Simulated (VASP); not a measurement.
# Ti4O in VASP: a series of runs

Runs on Ti4O. Level: PBEsol. Tasks: relaxation of the atoms.

Program: VASP 6.6.1. These are calculated values, not measurements. Logs are shortened: lines on timing, memory, paths and dates and some standing lists are left out, and cuts for length are marked.

**1. The cell of the first run**

The cell holds a slab with vacuum, 5 atoms: a = 2.868 Å, b = 2.868 Å, c = 26.025 Å, α = 90.00°, β = 90.00°, γ = 120.00°.

**2. Relaxation of the atoms, PBEsol**

INCAR reads:

```
SYSTEM = Ti4O
PREC = Accurate
ENCUT = 520
EDIFF = 1E-6
ISMEAR = 0
SIGMA = 0.1
LREAL = .FALSE.
LASPH = .TRUE.
NELM = 100
ALGO = Normal
ISIF = 2
LWAVE = .FALSE.
LCHARG = .FALSE.
LDIPOL = .TRUE.
IDIPOL = 3
DIPOL = 0.5 0.5 0.499
GGA = PS
IBRION = 2
NSW = 45
EDIFFG = -0.02
```

KPOINTS reads:

```
regular mesh
0
G
  12 12 1
  0 0 0
```

POSCAR reads:

```
Ti4O
1.0
    2.8679135954      0.0000000000      0.0000000000
   -1.4339567977      2.4836860295      0.0000000000
    0.0000000000      0.0000000000     26.0249249352
Ti O
4 1
Selective dynamics
Direct
    0.6666666667      0.3333333333      0.3266099719  F F F
    0.3333333333      0.6666666667      0.4165868556  F F F
    0.0000000000      0.0000000000      0.5080269110  F F F
    0.6666666667      0.3333333333      0.5921085072  F F F
    1.0000000000      1.0000000000      0.6512825492  F F T
```

Potentials or basis: VASP PAW PBE potentials, release 64 (Ti_sv, O).

Started as:

```
cat potpaw_PBE.64/Ti_sv/POTCAR potpaw_PBE.64/O/POTCAR > POTCAR
mpirun -np 1 vasp_std > vasp.out
```

OUTCAR:

```text
SYSTEM = Ti4O
   PREC = Accurate
   ENCUT = 520
   EDIFF = 1E-6
   ISMEAR = 0
   LREAL = .FALSE.
   LASPH = .TRUE.
   NELM = 100
   ISIF = 2
   GGA = PS
   IBRION = 2
   NSW = 45
   EDIFFG = -0.02

 ion  position               nearest neighbor table
   1  0.667  0.333  0.327-   2 2.87   2 2.87   2 2.87
   2  0.333  0.667  0.417-   1 2.87   1 2.87   1 2.87   3 2.90   3 2.90   3 2.90
   3  0.000  0.000  0.508-   4 2.74   4 2.74   4 2.74   2 2.90   2 2.90   2 2.90
   4  0.667  0.333  0.592-   5 2.26   5 2.26   5 2.26   3 2.74   3 2.74   3 2.74
   5  0.000  0.000  0.651-   4 2.26   4 2.26   4 2.26

  LATTYP: Found a hexagonal cell.
 ALAT       =     2.8679135954
 C/A-ratio  =     9.0745149983

  Lattice vectors:

 A1 = (   2.8679135954,   0.0000000000,   0.0000000000)
 A2 = (  -1.4339567977,   2.4836860295,   0.0000000000)
 A3 = (   0.0000000000,   0.0000000000,  26.0249249352)

Analysis of symmetry for initial positions (statically):
=====================================================================
 Subroutine PRICEL returns:
 Original cell was already a primitive cell.

 Routine SETGRP: Setting up the symmetry group for a
 hexagonal supercell.

 Subroutine GETGRP returns: Found  6 space group operations
 (whereof  6 operations were pure point group operations)
 out of a pool of 24 trial point group operations.

The static configuration has the point symmetry C_3v.

Analysis of symmetry for dynamics (positions and initial velocities):
=====================================================================
 Subroutine PRICEL returns:
 Original cell was already a primitive cell.

 Routine SETGRP: Setting up the symmetry group for a
 hexagonal supercell.

 Subroutine GETGRP returns: Found  6 space group operations
 (whereof  6 operations were pure point group operations)
 out of a pool of 24 trial point group operations.

The dynamic configuration has the point symmetry C_3v.

Analysis of constrained symmetry for selective dynamics:
=====================================================================
 Subroutine PRICEL returns:
 Original cell was already a primitive cell.

 Routine SETGRP: Setting up the symmetry group for a
 hexagonal supercell.

 Subroutine GETGRP returns: Found  6 space group operations
 (whereof  6 operations were pure point group operations)
 out of a pool of 24 trial point group operations.

The constrained configuration has the point symmetry C_3v.

 Subroutine INISYM returns: Found  6 space group operations
 (whereof  6 operations are pure point group operations),
 and found     1 'primitive' translations

----------------------------------------------------------------------------------------

                                     Primitive cell

  volume of cell :     185.3755

  direct lattice vectors                    reciprocal lattice vectors
     2.867913595  0.000000000  0.000000000     0.348685540  0.201313690  0.000000000
    -1.433956798  2.483686029  0.000000000     0.000000000  0.402627380  0.000000000
     0.000000000  0.000000000 26.024924935     0.000000000  0.000000000  0.038424703

  length of vectors
     2.867913595  2.867913595 26.024924935     0.402627380  0.402627380  0.038424703

  position of ions in fractional coordinates (direct lattice)
     0.666666667  0.333333333  0.326609972
     0.333333333  0.666666667  0.416586856
     0.000000000  0.000000000  0.508026911
     0.666666667  0.333333333  0.592108507
     0.000000000  0.000000000  0.651282549

  ion indices of the primitive-cell ions
   primitive index   ion index
                 1           1
                 2           2
                 3           3
                 4           4
                 5           5

----------------------------------------------------------------------------------------

 KPOINTS: regular mesh

Automatic generation of k-mesh.
 Grid dimensions read from file:
 generate k-points for:   12   12    1

 Generating k-lattice:

  Cartesian coordinates                     Fractional coordinates (reciprocal lattice)
     0.029057128  0.016776141  0.000000000     0.083333333  0.000000000  0.000000000
     0.000000000  0.033552282  0.000000000     0.000000000  0.083333333  0.000000000
     0.000000000  0.000000000  0.038424703     0.000000000  0.000000000  1.000000000

  Length of vectors
     0.033552282  0.033552282  0.038424703

  Shift w.r.t. Gamma in fractional coordinates (k-lattice)
     0.000000000  0.000000000  0.000000000

 Subroutine IBZKPT returns following result:
 ===========================================

 Found     19 irreducible k-points:

 Following reciprocal coordinates:
            Coordinates               Weight
  0.000000  0.000000  0.000000      1.000000
  0.083333  0.000000  0.000000      6.000000
  0.166667 -0.000000  0.000000      6.000000
  0.250000  0.000000  0.000000      6.000000
  0.333333 -0.000000  0.000000      6.000000
  0.416667  0.000000  0.000000      6.000000
[... 11 lines left out ...]
  0.333333  0.250000  0.000000     12.000000
  0.333333  0.333333  0.000000      2.000000
   k-points           NKPTS =     19   k-points in BZ     NKDIM =     19   number of bands    NBANDS=     32
   number of dos      NEDOS =    301   number of ions     NIONS =      5
   total plane-waves  NPLWV = 112896
   dimension x,y,z NGX =    24 NGY =   24 NGZ =  196
   dimension x,y,z NGXF=    48 NGYF=   48 NGZF=  392
   ions per type =               4   1
   NGX,Y,Z   is equivalent  to a cutoff of  13.91, 13.91, 12.52 a.u.
   NGXF,Y,Z  is equivalent  to a cutoff of  27.82, 27.82, 25.04 a.u.
 SYSTEM =  Ti4O
   PREC   = accura    normal or accurate (medium, high low for compatibility)
   ISTART =      0    job   : 0-new  1-cont  2-samecut
   ICHARG =      2    charge: 1-file 2-atom 10-const
   ISPIN  =      1    spin polarized calculation?
   LNONCOLLINEAR =      F non collinear calculations
   LSORBIT =      F    spin-orbit coupling
   LASPH  =      T    aspherical Exc in radial PAW
   ENCUT  =  520.0 eV  38.22 Ry    6.18 a.u.   5.33  5.33 48.39*2*pi/ulx,y,z
   NELM   =    100;   NELMIN=  2; NELMDL= -5     # of ELM steps
   EDIFF  = 0.1E-05   stopping-criterion for ELM
   LREAL  =      F    real-space projection
   EDIFFG = -.2E-01   stopping-criterion for IOM
   NSW    =     45    number of steps for IOM
   IBRION =      2    ionic relax: 0-MD 1-quasi-New 2-CG
   NFREE  =      1    steps in history (QN), initial steepest desc. (CG)
   ISIF   =      2    stress and relaxation
   ISYM   =      2    0-nonsym 1-usesym 2-fastsym
   POTIM  = 0.5000    time-step for ionic-motion
   TEBEG  =    0.0;   TEEND  =   0.0 temperature during run
   PSTRESS=    0.0 pullay stress
   NELECT =      54.0000    total number of electrons
   NUPDOWN=      -1.0000    fix difference up-down
   EMIN   =  10.00;   EMAX   =-10.00  energy-range for DOS
   EFERMI =   0.00;   METHOD = LEGACY
   ISMEAR =     0;   SIGMA  =   0.10  broadening in eV -4-tet -1-fermi 0-gaus
   EFERMI_NEDOS =   21; number of points for ismear=-14 and -15
   IALGO  =     38    algorithm
   IMIX   =      4    mixing-type and parameters
     AMIX     =   0.40;   BMIX     =  1.00
     AMIX_MAG =   1.60;   BMIX_MAG =  1.00
  volume/ion in A,a.u.               =      37.08       250.20
  Fermi-wavevector in a.u.,A,eV,Ry     =   1.085231  2.050788 16.023926  1.177725
  Thomas-Fermi vector in A             =   2.221339
   LORBIT       =      0    0 simple, 1 ext, 2 COOP (PROOUT), +10 PAW based schemes
   GGA     = PS    functional components
   LHFCALC =     F    Hartree Fock is set to
   AEXX    =    0.0000 exact exchange contribution
   IVDW    =     0    specifies the selected vdW correction
   LEPSILON=     F    determine dielectric tensor
   LRPA    =     F    only Hartree local field effects (RPA)
 conjugate gradient relaxation of ions
 non-spin polarized calculation
 Gauss-broadening in eV      SIGMA  =   0.10
  energy-cutoff  :      520.00
  volume of cell :      185.38
 maximum number of plane-waves:      5023
 NGX is ok and might be reduce to    24
   NGX = 11   NGY = 11   NGZ = 97

--------------------------------------- Ionic step        1  -------------------------------------------

 number of electron      54.0000003 magnetization

 Free energy of the ion-electron system (eV)
  ---------------------------------------------------
  ext. energy  EPLUGINS =         0.00000000
  ---------------------------------------------------
  free energy    TOTEN  =       -39.24346253 eV

  energy without entropy =      -39.21590625  energy(sigma->0) =      -39.22968439

------------------------ aborting loop because EDIFF is reached ----------------------------------------

  FORCE on cell =-STRESS in cart. coord.  units (eV):
  Direction    XX          YY          ZZ          XY          YZ          ZX
  --------------------------------------------------------------------------------------
  -------------------------------------------------------------------------------------
  Total       -1.2749490     -1.2749490     -8.8827090      0.0000000      0.0000000      0.0000000
  in kB      -11.0192274    -11.0192274    -76.7721628      0.0000000      0.0000000      0.0000000
  external PRESSURE =     -32.9368725 kB  Pullay stress =       0.0000000 kB
[... 26 lines left out ...]
--------------------------------------- Ionic step        2  -------------------------------------------

 number of electron      53.9999999 magnetization

 E-fermi :  -0.6581     XC(G=0):  -5.2948

 val. band max:       -0.6634904245   @ k =   0.3333   0.2500   0.0000
 cond. band min:      -0.6419072629   @ k =   0.3333  -0.0000   0.0000
 fundamental gap:      0.0215831616
 Fermi energy:        -0.6581449657

 k-point     1 :       0.0000    0.0000    0.0000
  band No.  band energies     occupation
      1     -57.3428      2.00000
      2     -57.2740      2.00000
      3     -57.0388      2.00000
      4     -56.7532      2.00000
      5     -33.7779      2.00000
      6     -33.7043      2.00000
[... 686 lines left out ...]
  FREE ENERGIE OF THE ION-ELECTRON SYSTEM (eV)
  ---------------------------------------------------
  free  energy   TOTEN  =       -40.7978094493 eV

  energy  without entropy=      -40.7634243830  energy(sigma->0) =      -40.78061692

 dipolmoment           0.000000      0.000000     -0.129966 electrons x Angstroem

--------------------------------------- Ionic step        3  -------------------------------------------

 number of electron      54.0000002 magnetization

------------------------ aborting loop because EDIFF is reached ----------------------------------------
[... 28 lines left out ...]
  FREE ENERGIE OF THE ION-ELECTRON SYSTEM (eV)
  ---------------------------------------------------
  free  energy   TOTEN  =       -41.4676023172 eV

  energy  without entropy=      -41.4262829164  energy(sigma->0) =      -41.44694262

[... ionic steps 4 to 15 ...]

--------------------------------------- Ionic step       16  -------------------------------------------

 number of electron      53.9999999 magnetization

------------------------ aborting loop because EDIFF is reached ----------------------------------------
[... 73 lines left out ...]
--------------------------------------- Ionic step       18  -------------------------------------------

 number of electron      53.9999998 magnetization

 dipolmoment           0.000000      0.000000      0.033842 electrons x Angstroem

 Free energy of the ion-electron system (eV)
  ---------------------------------------------------
  ext. energy  EPLUGINS =         0.00000000
  ---------------------------------------------------
  free energy    TOTEN  =       -41.48178001 eV

  energy without entropy =      -41.44231423  energy(sigma->0) =      -41.46204712

 E-fermi :   0.2121     XC(G=0):  -5.2156

 val. band max:        0.1968664277   @ k =   0.3333  -0.0000   0.0000
 cond. band min:       0.2347391320   @ k =   0.2500   0.0833   0.0000
 fundamental gap:      0.0378727044
 Fermi energy:         0.2121474910

 k-point     1 :       0.0000    0.0000    0.0000
  band No.  band energies     occupation
      1     -56.7371      2.00000
      2     -56.3798      2.00000
      3     -56.1528      2.00000
      4     -55.9467      2.00000
      5     -33.1877      2.00000
      6     -32.8502      2.00000
[... 654 lines left out ...]
     31       0.5273      0.00001
     32       1.3404      0.00000

------------------------ aborting loop because EDIFF is reached ----------------------------------------

 vacuum level on the upper side and lower side of the slab       (xc-potential included)         0.414        -0.428

  FORCE on cell =-STRESS in cart. coord.  units (eV):
  Direction    XX          YY          ZZ          XY          YZ          ZX
  --------------------------------------------------------------------------------------
  -------------------------------------------------------------------------------------
  Total        2.6964062      2.6964062      2.3518043      0.0000000      0.0000000     -0.0000000
  in kB       23.3047079     23.3047079     20.3263558      0.0000000      0.0000000     -0.0000000
  external PRESSURE =      22.3119239 kB  Pullay stress =       0.0000000 kB
[... 20 lines left out ...]
  FREE ENERGIE OF THE ION-ELECTRON SYSTEM (eV)
  ---------------------------------------------------
  free  energy   TOTEN  =       -41.4817800092 eV

  energy  without entropy=      -41.4423142322  energy(sigma->0) =      -41.46204712

 reached required accuracy - stopping structural energy minimisation

 vacuum level on the upper side and lower side of the slab         5.733         4.874
```

It took 14 min on 1 thread of Intel Xeon Platinum 8488C (Sapphire Rapids), shared host; peak memory 0.37 GiB.

Results:

| Property | Result |
| --- | --- |
| Free energy | -41.4818 eV |
| Energy gained by relaxing | 447.7 meV/atom |
| Ionic steps | 18 |
| Band gap on the k mesh | zero (bands 27 and 28 overlap by 0.69 eV) |

The path:
| step | energy change (eV) | largest force on free atoms (eV/Å) | pressure (GPa) |
| --- | --- | --- | --- |
| 1 | 0.0000 | 6.0878 | -3.29 |
| 2 | -1.5543 | 4.0889 | -1.55 |
| 3 | -2.2241 | 0.6400 | 1.62 |
| 4 | -2.2380 | 0.1042 | 2.35 |
| 5 | -2.2381 | 0.0797 | 2.17 |
| 6 | -2.2381 | 0.0791 | 2.17 |
| 7 | -2.2381 | 0.0768 | 2.17 |
| 8 | -2.2381 | 0.0760 | 2.17 |
| 9 | -2.2381 | 0.0761 | 2.17 |
| 10 | -2.2381 | 0.0760 | 2.17 |
| 11 | -2.2381 | 0.0754 | 2.17 |
| 12 | -2.2381 | 0.0755 | 2.17 |
| 13 | -2.2381 | 0.0744 | 2.17 |
| 14 | -2.2382 | 0.0722 | 2.18 |
| 15 | -2.2382 | 0.0688 | 2.18 |
| 16 | -2.2382 | 0.0616 | 2.19 |
| 17 | -2.2383 | 0.0460 | 2.20 |
| 18 | -2.2383 | 0.0161 | 2.23 |

Final structure:
```
CELL_PARAMETERS angstrom
2.86791 0.00000 0.00000
-1.43396 2.48369 0.00000
0.00000 0.00000 26.02492
ATOMIC_POSITIONS crystal
Ti 0.66667 0.33333 0.32661
Ti 0.33333 0.66667 0.41659
Ti 0.00000 0.00000 0.50803
Ti 0.66667 0.33333 0.59211
O 0.00000 0.00000 0.62779
```

Caveat: the PAW data sets were made with another functional, which shifts forces and pressure a little.

(Part 1 of 2 ends here.)

The gap in the log of VASP goes by the Fermi energy; the results here count the filled bands.